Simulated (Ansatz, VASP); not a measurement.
# AlPt: VASP beside Ansatz

```xyz
8
Lattice="4.8685 0.0000 0.0000 0.0000 4.8685 0.0000 0.0000 0.0000 4.8685" Properties=species:S:1:pos:R:3 pbc="T T T"
Al    4.1070    4.1070    4.1070
Al    3.1957    0.7615    1.6728
Al    1.6728    3.1957    0.7615
Al    0.7615    1.6728    3.1957
Pt    0.8074    0.8074    0.8074
Pt    1.6269    4.0611    3.2417
Pt    3.2417    1.6269    4.0611
Pt    4.0611    3.2417    1.6269
```

Change from the starting cell: mode 4 (98.1 1/cm) frozen in, largest displacement -0.100 Å.

Alike in both runs: task single point; functional PBEsol; k mesh 8 × 8 × 8; occupations gaussian, width 0.15 eV; no spin polarisation.

```csv
,VASP,Ansatz
version,VASP 6.6.1,Ansatz 0.2.0
potentials or method,"VASP PAW PBE potentials, release 64 (Al, Pt), cutoff 520 eV","scalar-relativistic, plane waves, PAW"
valence electrons in the cell,52,84
```

|  | VASP | Ansatz | Ansatz less VASP |
| --- | --- | --- | --- |
| gap on the k mesh at the Fermi level (eV) | none | none | - |
| pressure (GPa) | 0.9 | 1.0 | +0.08 |
| rms of the force components (eV/Å) | 0.322 | 0.322 | +0.0007 |

VASP's potentials were made for PBE, not for PBEsol. Atom by atom the forces differ by 0.001 eV/Å (rms over components). A gap of «none» marks a metal or a gap that the smearing closes. With one functional, cell and mesh, what is left measures potentials, basis and numerics. VASP's potentials hold 52 valence electrons a cell and Ansatz's 84, so a difference there can come from the potentials and not from the codes.

Neither program's run includes spin-orbit coupling.
